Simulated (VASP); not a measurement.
A run of VASP 6.6.1 is set up as follows.

Contents of INCAR:

```
  PREC = Accurate
  ENCUT = 600
  EDIFF = 1E-6
  ISMEAR = 0
  SIGMA = 0.1
  LREAL = F
  LASPH = T
  NELM = 150
  ALGO = Normal
  ISIF = 3
  LWAVE = F
  LCHARG = F
  ISPIN = 2
  MAGMOM = 0.03 1.05 0.01 0.01 0.01 0.01
  LORBIT = 11
  LMAXMIX = 4
  GGA = PE
  IBRION = 2
  NSW = 90
  EDIFFG = -0.04
```

Contents of KPOINTS:

```
regular mesh
0
Gamma
  4 4 4
```

File POSCAR:

```
NbAlS4
1.0
    0.0000000000      3.8876684400      3.8876684400
    3.8876684400      0.0000000000      3.8876684400
    3.8876684400      3.8876684400      0.0000000000
Al Nb S
1 1 4
Direct
    0.7500000000      0.7500000000      0.7500000000
    0.0000000000      0.0000000000      0.0000000000
    0.3741004100      0.8776987800      0.3741004100
    0.3741004100      0.3741004100      0.8776987800
    0.3741004100      0.3741004100      0.3741004100
    0.8776987800      0.3741004100      0.3741004100
```

Potentials or basis: VASP PAW PBE potentials, release 64 (Al, Nb_sv, S).

Command:

```console
$ cat potpaw_PBE.64/Al/POTCAR potpaw_PBE.64/Nb_sv/POTCAR potpaw_PBE.64/S/POTCAR > POTCAR
$ mpirun -np 1 vasp_std > vasp.out
```

(1) Estimate the relaxed cell.

(2) What does it give for the relaxed volume?

(3) Predict the space group after relaxing (to 0.05 Å).

## Answers

(1) a = 5.241 Å, b = 5.241 Å, c = 5.241 Å, α = 60.00°, β = 60.00°, γ = 60.00°.

(2) 16.96 Å³/atom.

(3) F-43m (No. 216).
